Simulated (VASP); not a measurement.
A run of VASP 6.6.1 is set up as follows.

Contents of INCAR:

```
SYSTEM = BaS
ALGO = Normal
EDIFF = 1E-6
ENCUT = 500
GGA_COMPAT = .False.
ISIF = 2
ISMEAR = -1
LASPH = .True.
LCHARG = .False.
LREAL = .False.
LWAVE = .False.
NBANDS = 15
NELM = 120
PREC = Accurate
SIGMA = 0.1
```

Contents of KPOINTS:

```
k-points
0
Gamma
  11 11 11
  0 0 0
```

The input POSCAR:

```
BaS
1.0
    0.0000000000      2.3661799004      2.3661799004
    2.3661799004      0.0000000000      2.3661799004
    2.3661799004      2.3661799004      0.0000000000
Ba S
1 1
Direct
    0.0000000000      0.0000000000      0.0000000000
    0.5000000000      0.5000000000      0.5000000000
```

Potentials or basis: VASP PAW LDA potentials, release 64 (Ba_sv, S).

Launch:

```sh
$ cat potpaw_LDA.64/Ba_sv/POTCAR potpaw_LDA.64/S/POTCAR > POTCAR
$ mpirun -np 1 vasp_std > vasp.out
```

Q: Estimate the band gap on the k mesh.

A: Zero (bands 8 and 9 overlap by 2.64 eV).

Q: What does it give for the pressure?

A: 207.9 GPa.

Caveat: the cell stands under pressure; spin-orbit coupling is left out, which moves the levels of the heavy elements.
